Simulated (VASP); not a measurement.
**Sn: single point with PBE**

Sn:

```
Sn
1.0
     3.26790    0.00000    0.00000
    -1.63395    2.83009    0.00000
     0.00000    0.00000    3.07265
Sn
1
Direct
  0.00000 0.00000 0.50000
```

The cell was built from a structure type or drawn by symmetry, and may not be a known phase.

```json
{
 "Program": "VASP 6.6.1",
 "Task": "single point",
 "Functional": "PBE",
 "Potentials or basis": "VASP PAW PBE potentials, release 64 (Sn_d)",
 "Cutoff": "520 eV",
 "k mesh": "18 × 18 × 18",
 "Occupations": "gaussian, width 0.1 eV",
 "Spin": "no spin polarisation"
}
```

- Pressure: -0.1 GPa
- Band gap on the k mesh: zero (bands 7 and 8 overlap by 7.92 eV)

Levels at points of the mesh, in eV from the Fermi level:
| k point | band 5 | band 6 | band 7 | band 8 | band 9 | band 10 |
| --- | --- | --- | --- | --- | --- | --- |
| (0.00, 0.00, 0.00) | -21.30 | -10.83 | 5.20 | 6.78 | 6.78 | 8.62 |
| (0.50, 0.00, 0.00) | -21.30 | -6.91 | -4.42 | 3.26 | 6.86 | 8.56 |
| (0.00, 0.00, 0.50) | -21.34 | -7.84 | -4.66 | 9.45 | 9.45 | 12.43 |
| (0.50, 0.00, 0.50) | -21.19 | -3.63 | -2.05 | -1.54 | 3.10 | 5.70 |

It took 41 s on 1 thread of Intel(R) Xeon(R) Platinum 8488C (Sapphire Rapids) (shared host), peak memory 0.23 GiB.

Caveat: spin-orbit coupling is left out, which moves the levels of the heavy elements.
